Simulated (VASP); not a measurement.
# CoSi in VASP: notebook, part 2 of 2

VASP 6.6.1. Earlier steps stand in the parts before.

### 4 Relaxation of cell and atoms, PBE

This run uses another cell than the first one: it holds 2 atoms, not 4.

INCAR reads:

```
SYSTEM = CoSi
  ALGO = Normal
  EDIFF = 1E-6
  EDIFFG = -0.01
  ENCUT = 600
  GGA = PE
  IBRION = 2
  ISIF = 3
  ISMEAR = 0
  LASPH = .TRUE.
  LCHARG = .FALSE.
  LREAL = .FALSE.
  LWAVE = .FALSE.
  NELM = 60
  NSW = 100
  PREC = Accurate
  SIGMA = 0.1
```

KPOINTS reads:

```
k-points
0
G
  20 20 20
  0 0 0
```

POSCAR reads:

```
CoSi
1.0
    2.8522732086      0.0000000000      0.0000000000
    0.0000000000      2.8522732086      0.0000000000
    0.0000000000      0.0000000000      2.6406692787
Co Si
1 1
Direct
    0.5000000000      0.5000000000      0.0000000000
    0.0000000000      0.0000000000      0.5000000000
```

Potentials or basis: VASP PAW PBE potentials, release 64 (Co, Si).

Launch:

```sh
cat potpaw_PBE.64/Co/POTCAR potpaw_PBE.64/Si/POTCAR > POTCAR
mpirun -np 1 vasp_std > vasp.out
```

OUTCAR:

```text
SYSTEM = CoSi
   EDIFF = 1E-6
   EDIFFG = -0.01
   ENCUT = 600
   GGA = PE
   IBRION = 2
   ISIF = 3
   ISMEAR = 0
   LASPH = .TRUE.
   LREAL = .FALSE.
   NELM = 60
   NSW = 100
   PREC = Accurate

 ion  position               nearest neighbor table
   1  0.500  0.500  0.000-   2 2.41   2 2.41   2 2.41   2 2.41   2 2.41   2 2.41   2 2.41   2 2.41

   2  0.000  0.000  0.500-   1 2.41   1 2.41   1 2.41   1 2.41   1 2.41   1 2.41   1 2.41   1 2.41

  LATTYP: Found a simple tetragonal cell.
 ALAT       =     2.8522732086
 C/A-ratio  =     0.9258121805

  Lattice vectors:

 A1 = (   2.8522732086,   0.0000000000,   0.0000000000)
 A2 = (   0.0000000000,   2.8522732086,   0.0000000000)
 A3 = (   0.0000000000,   0.0000000000,   2.6406692787)

Analysis of symmetry for initial positions (statically):
=====================================================================
 Subroutine PRICEL returns:
 Original cell was already a primitive cell.

 Routine SETGRP: Setting up the symmetry group for a
 simple tetragonal supercell.

 Subroutine GETGRP returns: Found 16 space group operations
 (whereof 16 operations were pure point group operations)
 out of a pool of 16 trial point group operations.

The static configuration has the point symmetry D_4h.

Analysis of symmetry for dynamics (positions and initial velocities):
=====================================================================
 Subroutine PRICEL returns:
 Original cell was already a primitive cell.

 Routine SETGRP: Setting up the symmetry group for a
 simple tetragonal supercell.

 Subroutine GETGRP returns: Found 16 space group operations
 (whereof 16 operations were pure point group operations)
 out of a pool of 16 trial point group operations.

The dynamic configuration has the point symmetry D_4h.

 Subroutine INISYM returns: Found 16 space group operations
 (whereof 16 operations are pure point group operations),
 and found     1 'primitive' translations

----------------------------------------------------------------------------------------

                                     Primitive cell

  volume of cell :      21.4831

  direct lattice vectors                    reciprocal lattice vectors
     2.852273209  0.000000000  0.000000000     0.350597550  0.000000000  0.000000000
     0.000000000  2.852273209  0.000000000     0.000000000  0.350597550  0.000000000
     0.000000000  0.000000000  2.640669279     0.000000000  0.000000000  0.378691875

  length of vectors
     2.852273209  2.852273209  2.640669279     0.350597550  0.350597550  0.378691875

  position of ions in fractional coordinates (direct lattice)
     0.500000000  0.500000000  0.000000000
     0.000000000  0.000000000  0.500000000

  ion indices of the primitive-cell ions
   primitive index   ion index
                 1           1
                 2           2

----------------------------------------------------------------------------------------

 KPOINTS: k-points

Automatic generation of k-mesh.
 Grid dimensions read from file:
 generate k-points for:   20   20   20

 Generating k-lattice:

[... 44 lines left out ...]
   number of dos      NEDOS =    301   number of ions     NIONS =      2
   total plane-waves  NPLWV =  13824
   dimension x,y,z NGX =    24 NGY =   24 NGZ =   24
   dimension x,y,z NGXF=    48 NGYF=   48 NGZF=   48
   ions per type =               1   1
   NGX,Y,Z   is equivalent  to a cutoff of  13.99, 13.99, 15.11 a.u.
   NGXF,Y,Z  is equivalent  to a cutoff of  27.98, 27.98, 30.22 a.u.
 SYSTEM =  CoSi
   PREC   = accura    normal or accurate (medium, high low for compatibility)
   ISTART =      0    job   : 0-new  1-cont  2-samecut
   ICHARG =      2    charge: 1-file 2-atom 10-const
   ISPIN  =      1    spin polarized calculation?
   LNONCOLLINEAR =      F non collinear calculations
   LSORBIT =      F    spin-orbit coupling
   LASPH  =      T    aspherical Exc in radial PAW
   ENCUT  =  600.0 eV  44.10 Ry    6.64 a.u.   5.70  5.70  5.27*2*pi/ulx,y,z
   NELM   =     60;   NELMIN=  2; NELMDL= -5     # of ELM steps
   EDIFF  = 0.1E-05   stopping-criterion for ELM
   LREAL  =      F    real-space projection
   EDIFFG = -.1E-01   stopping-criterion for IOM
   NSW    =    100    number of steps for IOM
   IBRION =      2    ionic relax: 0-MD 1-quasi-New 2-CG
   NFREE  =      1    steps in history (QN), initial steepest desc. (CG)
   ISIF   =      3    stress and relaxation
   ISYM   =      2    0-nonsym 1-usesym 2-fastsym
   POTIM  = 0.5000    time-step for ionic-motion
   TEBEG  =    0.0;   TEEND  =   0.0 temperature during run
   PSTRESS=    0.0 pullay stress
   NELECT =      13.0000    total number of electrons
   NUPDOWN=      -1.0000    fix difference up-down
   EMIN   =  10.00;   EMAX   =-10.00  energy-range for DOS
   EFERMI =   0.00;   METHOD = LEGACY
   ISMEAR =     0;   SIGMA  =   0.10  broadening in eV -4-tet -1-fermi 0-gaus
   EFERMI_NEDOS =   21; number of points for ismear=-14 and -15
   IALGO  =     38    algorithm
   IMIX   =      4    mixing-type and parameters
     AMIX     =   0.40;   BMIX     =  1.00
     AMIX_MAG =   1.60;   BMIX_MAG =  1.00
  volume/ion in A,a.u.               =      10.74        72.49
  Fermi-wavevector in a.u.,A,eV,Ry     =   1.384705  2.616713 26.087911  1.917407
  Thomas-Fermi vector in A             =   2.509184
   LORBIT       =      0    0 simple, 1 ext, 2 COOP (PROOUT), +10 PAW based schemes
   GGA     = PE    functional components
   LHFCALC =     F    Hartree Fock is set to
   AEXX    =    0.0000 exact exchange contribution
   IVDW    =     0    specifies the selected vdW correction
   LEPSILON=     F    determine dielectric tensor
   LRPA    =     F    only Hartree local field effects (RPA)
 conjugate gradient relaxation of ions
 non-spin polarized calculation
 Gauss-broadening in eV      SIGMA  =   0.10
  energy-cutoff  :      600.00
  volume of cell :       21.48
 maximum number of plane-waves:       736
 NGX is ok and might be reduce to    24

--------------------------------------- Ionic step        1  -------------------------------------------

 number of electron      12.9999997 magnetization

 Free energy of the ion-electron system (eV)
  ---------------------------------------------------
  ext. energy  EPLUGINS =         0.00000000
  ---------------------------------------------------
  free energy    TOTEN  =       -13.26812134 eV

  energy without entropy =      -13.26060282  energy(sigma->0) =      -13.26436208

------------------------ aborting loop because EDIFF is reached ----------------------------------------

  FORCE on cell =-STRESS in cart. coord.  units (eV):
  Direction    XX          YY          ZZ          XY          YZ          ZX
  --------------------------------------------------------------------------------------
  -------------------------------------------------------------------------------------
  Total       -0.1208637     -0.1208637      0.1422109      0.0000000     -0.0000000     -0.0000000
  in kB       -9.0138464     -9.0138464     10.6058898      0.0000000     -0.0000000     -0.0000000
  external PRESSURE =      -2.4739344 kB  Pullay stress =       0.0000000 kB
[... 167 lines left out ...]
--------------------------------------- Ionic step        6  -------------------------------------------

 number of electron      12.9999994 magnetization

 Free energy of the ion-electron system (eV)
  ---------------------------------------------------
  ext. energy  EPLUGINS =         0.00000000
  ---------------------------------------------------
  free energy    TOTEN  =       -13.26941142 eV

  energy without entropy =      -13.26042521  energy(sigma->0) =      -13.26491832

 E-fermi :  12.7956     XC(G=0): -12.9562

 val. band max:       12.7949960807   @ k =   0.4000   0.2000   0.2500
 cond. band min:      12.7975097046   @ k =   0.3000   0.0000   0.3000
 fundamental gap:      0.0025136239
 Fermi energy:        12.7956389543

 k-point     1 :       0.0000    0.0000    0.0000
  band No.  band energies     occupation
      1      -1.4033      2.00000
      2       9.0620      2.00000
      3       9.0767      2.00000
      4      11.4402      2.00000
      5      11.6368      2.00000
      6      11.6368      2.00000
      7      15.1590      0.00000
      8      15.1590      0.00000
      9      17.4091      0.00000
     10      20.3099      0.00000
[... 287 lines left out ...]
 k-point    24 :       0.2000    0.1000    0.0000
  band No.  band energies     occupation
      1      -0.4966      2.00000
      2       8.2799      2.00000
      3       9.1844      2.00000
      4      10.6020      2.00000
      5      11.2517      2.00000
      6      11.5867      2.00000
      7      13.2155      0.00000
      8      15.3482      0.00000
      9      18.6897      0.00000
     10      21.0223      0.00000

 [... further k-points ...]
[... 5 lines left out ...]
  --------------------------------------------------------------------------------------
  -------------------------------------------------------------------------------------
  Total       -0.0162382     -0.0162382      0.0032534      0.0000000     -0.0000000      0.0000000
  in kB       -1.2128513     -1.2128513      0.2430005      0.0000000     -0.0000000      0.0000000
  external PRESSURE =      -0.7275674 kB  Pullay stress =       0.0000000 kB
[... 17 lines left out ...]
  FREE ENERGIE OF THE ION-ELECTRON SYSTEM (eV)
  ---------------------------------------------------
  free  energy   TOTEN  =       -13.2694114173 eV

  energy  without entropy=      -13.2604252134  energy(sigma->0) =      -13.26491832

 reached required accuracy - stopping structural energy minimisation
```

OSZICAR:

```text
N       E                     dE             d eps       ncg     rms          rms(c)
DAV:   1     0.433445759802E+02    0.43345E+02   -0.65725E+03 14536   0.157E+03
DAV:   2    -0.127677101066E+02   -0.56112E+02   -0.53215E+02 14568   0.220E+02
DAV:   3    -0.147033302659E+02   -0.19356E+01   -0.18572E+01 17528   0.487E+01
DAV:   4    -0.147446374057E+02   -0.41307E-01   -0.41215E-01 17338   0.647E+00
[... 45 lines left out ...]
DAV:   2    -0.132736049820E+02   -0.25667E-02   -0.54300E-02 17116   0.393E+00    0.503E-01
DAV:   3    -0.132694880900E+02    0.41169E-02   -0.24821E-02 17054   0.267E+00    0.718E-02
DAV:   4    -0.132694155186E+02    0.72571E-04   -0.25293E-04 15298   0.171E-01    0.198E-02
DAV:   5    -0.132694117072E+02    0.38114E-05   -0.16747E-05 19388   0.620E-02    0.635E-03
DAV:   6    -0.132694114173E+02    0.28990E-06   -0.10021E-06  8558   0.139E-02
   6 F= -.13269411E+02 E0= -.13264918E+02  d E =-.175130E-03
```

Wall time 5.7 min (1 thread of Intel Xeon Platinum 8375C at 2.90GHz (Ice Lake), shared host); peak memory 0.35 GiB.

Results:

```yaml
Free_energy: -13.2694 eV
Relaxed_volume: 10.73 Å³/atom
Relaxed_cell: a = 2.837 Å, b = 2.837 Å, c = 2.666 Å, α = 90.00°, β = 90.00°, γ = 90.00°
Space_group_after_relaxing_to_0.1_Å: P4/mmm (No. 123)
Energy_gained_by_relaxing: 0.6 meV/atom
Ionic_steps: 6
Pressure_after_relaxing: -0.1 GPa
Band_gap_on_the_k_mesh: zero (an odd number of electrons rules out a gap without spin polarisation)
```

The path:
| step | energy change (eV) | largest force (eV/Å) | pressure (GPa) | volume (Å³) |
| --- | --- | --- | --- | --- |
| 1 | 0.0000 | 0.0000 | -0.25 | 21.48 |
| 2 | -0.0009 | 0.0000 | 0.21 | 21.43 |
| 3 | -0.0011 | 0.0000 | 0.55 | 21.39 |
| 4 | -0.0011 | 0.0000 | 0.65 | 21.38 |
| 5 | -0.0012 | 0.0000 | -0.66 | 21.51 |
| 6 | -0.0013 | 0.0000 | -0.07 | 21.45 |

Final structure:
```
CELL_PARAMETERS angstrom
2.83680 0.00000 0.00000
0.00000 2.83680 0.00000
0.00000 0.00000 2.66552
ATOMIC_POSITIONS crystal
Co 0.50000 0.50000 0.00000
Si 0.00000 0.00000 0.50000
```

Caveat: the run has no spin polarisation, though such a crystal can be magnetic.

### 5 The runs side by side

| task | cell | k mesh | cutoff (eV) | gap on the mesh (eV) | pressure (GPa) |
| --- | --- | --- | --- | --- | --- |
| single point | a = 4.032, b = 2.641, c = 4.035 Å, 4 atoms, atomic positions A | 4 × 6 × 4 | 520 | none | 0.0 |
| single point | a = 2.839, b = 2.839, c = 2.663 Å, 2 atoms, atomic positions B | 20 × 20 × 20 | 520 | none | -0.1 |
| relaxation of cell and atoms | relaxed from a = 2.852, b = 2.852, c = 2.641 Å, 2 atoms, atomic positions B | 20 × 20 × 20 | 600 | none | -0.1 |

Alike in all rows: level PBE; potentials or basis VASP PAW PBE potentials, release 64 (Co, Si); no spin polarisation; smearing gaussian 0.1 eV.

Caveats: some runs use coarse meshes; the run has no spin polarisation, though such a crystal can be magnetic.

Absolute energies hang on the potentials; compare differences alone.
